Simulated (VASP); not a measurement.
**Mo: single point with PBE**

Mo:

```
Mo
1.0
    -1.59104    1.59104    1.59104
     1.59104   -1.59104    1.59104
     1.59104    1.59104   -1.59104
Mo
1
Direct
  0.00000 0.00000 0.00000
```

```json
{"Program": "VASP 6.6.1", "Task": "single point", "Functional": "PBE", "Potentials or basis": "VASP PAW PBE potentials, release 64 (Mo_sv)", "Cutoff": "520 eV", "k mesh": "15 × 15 × 15", "Occupations": "fermi-dirac, width 0.1 eV", "Spin": "no spin polarisation", "Dipole correction": "no", "Further INCAR settings": "ALGO = Normal; EDIFF = 1e-06; NBANDS = 13"}
```

```json
{
  "Pressure": "-4.4 GPa",
  "Band gap on the k mesh": "zero (band 7 reaches 15.65 eV, above the bottom of band 8 at 10.81 eV)"
}
```

Levels at points of the mesh, in eV from the Fermi level:
```csv
k point,band 4,band 5,band 6,band 7,band 8,band 9,band 10,band 11
"(0.00, 0.00, 0.00)",-34.57,-7.10,-1.27,-1.27,-1.27,1.64,1.64,14.82
```

Wall time 13 s on 1 thread of AMD EPYC 7R13 Processor (Zen 3), on a shared host, peak memory 0.11 GiB.
